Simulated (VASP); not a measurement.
Wanted: the native input for a VASP 6.6.1 run.

| Item | Value |
| --- | --- |
| Task | single point |
| Functional | PBEsol |
| Potentials or basis | VASP PAW PBE potentials, release 64 (Li_sv, F) |
| Cutoff | 520 eV |
| k mesh | 4 × 4 × 8 |
| Occupations | fermi-dirac, width 0.05 eV |
| Spin | no spin polarisation |
| Dipole correction | no |
| Further INCAR settings | ALGO = Normal; EDIFF = 1e-06; NBANDS = 30 |

The structure of LiF lies in POSCAR:

```
LiF
1.0
    4.8102381145     -0.0000409175      0.0021869689
   -0.0000338802      4.8269856910     -0.0012774249
   -0.0010410538      0.0006746351      2.7861676470
Li F
4 4
Direct
   -0.0064479922      0.0038514544     -0.2460464764
   -0.0064501362      0.5038447599      0.2539521555
    0.4935511662      0.0038539487     -0.2460457138
    0.4935517013      0.5038483647      0.2539460788
    0.2435491078      0.1705084612      0.2539388065
    0.2435514134      0.6704963095      0.7539494838
    0.7435531216      0.3371952765      0.7539565720
    0.7435511584      0.8371986160      0.2539487435
```

These files were run (other wordings do the same):

INCAR

```
PREC = Accurate
ENCUT = 520
EDIFF = 1E-6
ISMEAR = -1
SIGMA = 0.05
LREAL = F
LASPH = T
NELM = 60
ALGO = Normal
ISIF = 2
LWAVE = F
LCHARG = F
GGA = PS
NBANDS = 30
```

KPOINTS

```
Automatic mesh
0
Gamma
  4 4 8
```

Potentials or basis: VASP PAW PBE potentials, release 64 (Li_sv, F).

Launch:

```sh
$ cat potpaw_PBE.64/Li_sv/POTCAR potpaw_PBE.64/F/POTCAR > POTCAR
$ mpirun -np 1 vasp_std > vasp.out
```

It gave:

```yaml
Band_gap_on_the_k_mesh: 8.91 eV
```

Run time: 42 s on 1 thread of Intel(R) Xeon(R) 6975P-C (Granite Rapids) (shared host), peak memory 0.22 GiB.
